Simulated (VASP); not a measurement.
# O (P4/mmm) in VASP: single point with LDA

Aim: the single point of O with LDA.

All numbers are computed with VASP 6.6.1; they aren't measurements. Logs are shortened: lines on timing, memory, paths and dates and some standing lists are left out, and cuts for length are marked.

## 1. The cell of the first run

It takes space group P4/mmm (No. 123, tetragonal). Conventional cell: a = 1.776 Å, b = 1.776 Å, c = 3.053 Å, α = 90.00°, β = 90.00°, γ = 90.00°. Within 2.4 Å of O (site symmetry 4/mmm) lie 4 O at 1.78 Å.

## 2. Single point, LDA

INCAR

```
SYSTEM = O
  PREC = Accurate
  ENCUT = 520
  EDIFF = 1E-7
  ISMEAR = -1
  SIGMA = 0.1
  LREAL = .FALSE.
  LASPH = .TRUE.
  NELM = 100
  ALGO = Normal
  ISIF = 2
  LWAVE = .FALSE.
  LCHARG = .FALSE.
  GGA = CA
  NBANDS = 9
```

KPOINTS

```
Automatic mesh
0
G
  16 16 9
  0 0 0
```

POSCAR

```
O
1.0
    1.7755910000      0.0000000000      0.0000000000
    0.0000000000      1.7755910000      0.0000000000
    0.0000000000      0.0000000000      3.0530510000
O
1
Direct
    0.0000000000      0.0000000000      0.0000000000
```

Potentials or basis: VASP PAW LDA potentials, release 64 (O).

Launch:

```sh
$ cat potpaw_LDA.64/O/POTCAR > POTCAR
$ mpirun -np 1 vasp_std > vasp.out
```

OUTCAR:

```text
SYSTEM = O
   PREC = Accurate
   ENCUT = 520
   EDIFF = 1E-7
   ISMEAR = -1
   LREAL = .FALSE.
   LASPH = .TRUE.
   NELM = 100
   ISIF = 2
   GGA = CA

 ion  position               nearest neighbor table
   1  0.000  0.000  0.000-

  LATTYP: Found a simple tetragonal cell.
 ALAT       =     1.7755910000
 C/A-ratio  =     1.7194562261

  Lattice vectors:

 A1 = (   1.7755910000,   0.0000000000,   0.0000000000)
 A2 = (   0.0000000000,   1.7755910000,   0.0000000000)
 A3 = (   0.0000000000,   0.0000000000,   3.0530510000)

Analysis of symmetry for initial positions (statically):
=====================================================================
 Subroutine PRICEL returns:
 Original cell was already a primitive cell.

 Routine SETGRP: Setting up the symmetry group for a
 simple tetragonal supercell.

 Subroutine GETGRP returns: Found 16 space group operations
 (whereof 16 operations were pure point group operations)
 out of a pool of 16 trial point group operations.

The static configuration has the point symmetry D_4h.

Analysis of symmetry for dynamics (positions and initial velocities):
=====================================================================
 Subroutine PRICEL returns:
 Original cell was already a primitive cell.

 Routine SETGRP: Setting up the symmetry group for a
 simple tetragonal supercell.

 Subroutine GETGRP returns: Found 16 space group operations
 (whereof 16 operations were pure point group operations)
 out of a pool of 16 trial point group operations.

The dynamic configuration has the point symmetry D_4h.

 Subroutine INISYM returns: Found 16 space group operations
 (whereof 16 operations are pure point group operations),
 and found     1 'primitive' translations

----------------------------------------------------------------------------------------

                                     Primitive cell

  volume of cell :       9.6254

  direct lattice vectors                    reciprocal lattice vectors
     1.775591000  0.000000000  0.000000000     0.563192762  0.000000000  0.000000000
     0.000000000  1.775591000  0.000000000     0.000000000  0.563192762  0.000000000
     0.000000000  0.000000000  3.053051000     0.000000000  0.000000000  0.327541204

  length of vectors
     1.775591000  1.775591000  3.053051000     0.563192762  0.563192762  0.327541204

  position of ions in fractional coordinates (direct lattice)
     0.000000000  0.000000000  0.000000000

  ion indices of the primitive-cell ions
   primitive index   ion index
                 1           1

----------------------------------------------------------------------------------------

 KPOINTS: Automatic mesh

Automatic generation of k-mesh.
 Grid dimensions read from file:
 generate k-points for:   16   16    9

 Generating k-lattice:

  Cartesian coordinates                     Fractional coordinates (reciprocal lattice)
     0.035199548  0.000000000  0.000000000     0.062500000  0.000000000  0.000000000
     0.000000000  0.035199548  0.000000000     0.000000000  0.062500000  0.000000000
     0.000000000  0.000000000  0.036393467     0.000000000  0.000000000  0.111111111

  Length of vectors
     0.035199548  0.035199548  0.036393467

  Shift w.r.t. Gamma in fractional coordinates (k-lattice)
     0.000000000  0.000000000  0.000000000

 Subroutine IBZKPT returns following result:
 ===========================================

 Found    225 irreducible k-points:

 Following reciprocal coordinates:
            Coordinates               Weight
  0.000000  0.000000  0.000000      1.000000
  0.062500  0.000000  0.000000      4.000000
  0.125000  0.000000  0.000000      4.000000
  0.187500  0.000000  0.000000      4.000000
  0.250000  0.000000  0.000000      4.000000
  0.312500  0.000000  0.000000      4.000000
[... 16 lines left out ...]
  0.437500  0.125000  0.000000      8.000000
  0.500000  0.125000  0.000000      4.000000
 [... further k-points ...]
   k-points           NKPTS =    225   k-points in BZ     NKDIM =    225   number of bands    NBANDS=      9
   number of dos      NEDOS =    301   number of ions     NIONS =      1
   total plane-waves  NPLWV =   4704
   dimension x,y,z NGX =    14 NGY =   14 NGZ =   24
   dimension x,y,z NGXF=    28 NGYF=   28 NGZF=   48
   ions per type =               1
   NGX,Y,Z   is equivalent  to a cutoff of  13.11, 13.11, 13.07 a.u.
   NGXF,Y,Z  is equivalent  to a cutoff of  26.22, 26.22, 26.14 a.u.
 SYSTEM =  O
   PREC   = accura    normal or accurate (medium, high low for compatibility)
   ISTART =      0    job   : 0-new  1-cont  2-samecut
   ICHARG =      2    charge: 1-file 2-atom 10-const
   ISPIN  =      1    spin polarized calculation?
   LNONCOLLINEAR =      F non collinear calculations
   LSORBIT =      F    spin-orbit coupling
   LASPH  =      T    aspherical Exc in radial PAW
   ENCUT  =  520.0 eV  38.22 Ry    6.18 a.u.   3.30  3.30  5.68*2*pi/ulx,y,z
   NELM   =    100;   NELMIN=  2; NELMDL= -5     # of ELM steps
   EDIFF  = 0.1E-06   stopping-criterion for ELM
   LREAL  =      F    real-space projection
   EDIFFG = 0.1E-05   stopping-criterion for IOM
   NSW    =      0    number of steps for IOM
   IBRION =     -1    ionic relax: 0-MD 1-quasi-New 2-CG
   NFREE  =      0    steps in history (QN), initial steepest desc. (CG)
   ISIF   =      2    stress and relaxation
   ISYM   =      2    0-nonsym 1-usesym 2-fastsym
   POTIM  = 0.5000    time-step for ionic-motion
   TEBEG  =    0.0;   TEEND  =   0.0 temperature during run
   PSTRESS=    0.0 pullay stress
   NELECT =       6.0000    total number of electrons
   NUPDOWN=      -1.0000    fix difference up-down
   EMIN   =  10.00;   EMAX   =-10.00  energy-range for DOS
   EFERMI =   0.00;   METHOD = LEGACY
   ISMEAR =    -1;   SIGMA  =   0.10  broadening in eV -4-tet -1-fermi 0-gaus
   EFERMI_NEDOS =   21; number of points for ismear=-14 and -15
   IALGO  =     38    algorithm
   IMIX   =      4    mixing-type and parameters
     AMIX     =   0.40;   BMIX     =  1.00
     AMIX_MAG =   1.60;   BMIX_MAG =  1.00
  volume/ion in A,a.u.               =       9.63        64.96
  Fermi-wavevector in a.u.,A,eV,Ry     =   1.398466  2.642718 26.609014  1.955707
  Thomas-Fermi vector in A             =   2.521621
   LORBIT       =      0    0 simple, 1 ext, 2 COOP (PROOUT), +10 PAW based schemes
   GGA     = CA    functional components
   LHFCALC =     F    Hartree Fock is set to
   AEXX    =    0.0000 exact exchange contribution
   IVDW    =     0    specifies the selected vdW correction
   LEPSILON=     F    determine dielectric tensor
   LRPA    =     F    only Hartree local field effects (RPA)
 non-spin polarized calculation
  energy-cutoff  :      520.00
  volume of cell :        9.63
 maximum number of plane-waves:       277
 NGX is ok and might be reduce to    14
   NGX =  7   NGY =  7   NGZ = 11

 number of electron       6.0000005 magnetization

 Free energy of the ion-electron system (eV)
  ---------------------------------------------------
  ext. energy  EPLUGINS =         0.00000000
  ---------------------------------------------------
  free energy    TOTEN  =        -4.14395628 eV

  energy without entropy =       -4.11822789  energy(sigma->0) =       -4.13109209

 E-fermi :   0.3511     XC(G=0): -11.0027

 val. band max:        0.3440282743   @ k =   0.5000   0.2500   0.1111
 cond. band min:       0.3571074645   @ k =   0.5000   0.3125   0.4444
 fundamental gap:      0.0130791902
 Fermi energy:         0.3511305970

 k-point     1 :       0.0000    0.0000    0.0000
  band No.  band energies     occupation
      1     -22.2988      2.00000
      2      -4.2344      2.00000
      3       4.0599      0.00000
      4       4.0599      0.00000
      5       8.3828      0.00000
      6      27.9490      0.00000
      7      30.0573      0.00000
      8      34.3082      0.00000
      9      51.8750      0.00000

 k-point     2 :       0.0625    0.0000    0.0000
  band No.  band energies     occupation
      1     -22.1659      2.00000
      2      -4.1278      2.00000
      3       3.5377      0.00000
      4       4.1113      0.00000
      5       8.5599      0.00000
      6      27.8341      0.00000
      7      30.2070      0.00000
      8      34.6037      0.00000
      9      49.2587      0.00000

 k-point     3 :       0.1250    0.0000    0.0000
  band No.  band energies     occupation
      1     -21.7700      2.00000
      2      -3.8157      2.00000
      3       2.1150      0.00000
      4       4.2601      0.00000
      5       9.0846      0.00000
      6      27.4585      0.00000
      7      30.5448      0.00000
      8      35.2126      0.00000
      9      45.8393      0.00000

 k-point     4 :       0.1875    0.0000    0.0000
  band No.  band energies     occupation
      1     -21.1210      2.00000
      2      -3.3235      2.00000
      3       0.1033      1.84522
      4       4.4875      0.00000
      5       9.9501      0.00000
      6      26.7338      0.00000
      7      30.7482      0.00000
      8      35.3035      0.00000
      9      43.4745      0.00000
[... 205 lines left out ...]
 k-point    22 :       0.3750    0.1250    0.0000
  band No.  band energies     occupation
      1     -17.5066      2.00000
      2      -6.2592      2.00000
      3      -1.0264      2.00000
      4       3.7419      0.00000
      5      15.1844      0.00000
      6      23.5589      0.00000
      7      25.2322      0.00000
      8      34.1036      0.00000
      9      38.6407      0.00000

 k-point    23 :       0.4375    0.1250    0.0000
  band No.  band energies     occupation
      1     -16.4711      2.00000
      2      -7.8903      2.00000
      3      -0.5773      1.99981
      4       3.9708      0.00000
      5      17.3197      0.00000
      6      22.4599      0.00000
      7      22.6838      0.00000
      8      33.9214      0.00000
      9      38.4769      0.00000

 k-point    24 :       0.5000    0.1250    0.0000
  band No.  band energies     occupation
      1     -16.0113      2.00000
      2      -8.5528      2.00000
      3      -0.4120      1.99903
      4       4.0529      0.00000
      5      19.4120      0.00000
      6      20.1362      0.00000
      7      22.3602      0.00000
      8      33.8554      0.00000
      9      38.4467      0.00000

 [... further k-points ...]

------------------------ aborting loop because EDIFF is reached ----------------------------------------

  FORCE on cell =-STRESS in cart. coord.  units (eV):
  Direction    XX          YY          ZZ          XY          YZ          ZX
  --------------------------------------------------------------------------------------
  -------------------------------------------------------------------------------------
  Total       -0.4019679     -0.4019679     -0.0764312      0.0000000      0.0000000     -0.0000000
  in kB      -66.9086151    -66.9086151    -12.7221737      0.0000000      0.0000000     -0.0000000
  external PRESSURE =     -48.8464680 kB  Pullay stress =       0.0000000 kB

 VOLUME and BASIS-vectors are now :
 -----------------------------------------------------------------------------
  energy-cutoff  :      520.00
  volume of cell :        9.63
      direct lattice vectors                 reciprocal lattice vectors
     1.775591000  0.000000000  0.000000000     0.563192762  0.000000000  0.000000000
     0.000000000  1.775591000  0.000000000     0.000000000  0.563192762  0.000000000
     0.000000000  0.000000000  3.053051000     0.000000000  0.000000000  0.327541204

 POSITION                                       TOTAL-FORCE (eV/Angst)
 -----------------------------------------------------------------------------------
      0.00000      0.00000      0.00000         0.000000      0.000000      0.000000
 -----------------------------------------------------------------------------------
    total drift:                               -0.000000      0.000000     -0.000000

  FREE ENERGIE OF THE ION-ELECTRON SYSTEM (eV)
  ---------------------------------------------------
  free  energy   TOTEN  =        -4.1439562825 eV

  energy  without entropy=       -4.1182278886  energy(sigma->0) =       -4.13109209
```

Run time: 36 s. Hardware: 1 thread of AMD EPYC 7R13, shared host; peak memory 0.09 GiB.

Results:

```yaml
Free_energy: -4.1440 eV
Pressure: -4.9 GPa
Band_gap_on_the_k_mesh: zero (bands 3 and 4 overlap by 5.06 eV)
```

Stress tensor (GPa, compression positive):
```
-6.69  0.00  0.00
 0.00 -6.69  0.00
 0.00  0.00 -1.27
```

Caveat: the cell stands under tension.
